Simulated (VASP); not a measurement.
Runs of VASP 6.6.1 on InSb. The structure is that of space group P4/mmm (No. 123), or close to it. The cells are those of the table. 

```csv
cell,gap on the mesh (eV),pressure (GPa)
"a = 3.146, b = 3.146, c = 6.169 Å, 2 atoms",none,-1.1
"a = 3.248, b = 3.248, c = 6.374 Å, 2 atoms",none,(a)
"a = 3.107, b = 3.107, c = 6.184 Å, 2 atoms",none,-0.2
"a = 3.210, b = 3.210, c = 6.391 Å, 2 atoms",none,-3.4
```

Alike in all rows: task single point; level PBE; potentials or basis VASP PAW PBE potentials, release 64 (In_d, Sb); no spin polarisation; k mesh 14 × 14 × 8; cutoff (eV) 520; smearing gaussian 0.1 eV.

**Question.** Estimate the missing entries.

**Answer.** (a) -3.9.

Caveats: spin-orbit coupling is left out, which moves the levels of the heavy elements; the cell stands under tension (at least some runs).

A k mesh can miss the band edges, and the runs leave out spin-orbit coupling on In, Sb.

A gap of «none» marks levels without a gap at the run's occupations.
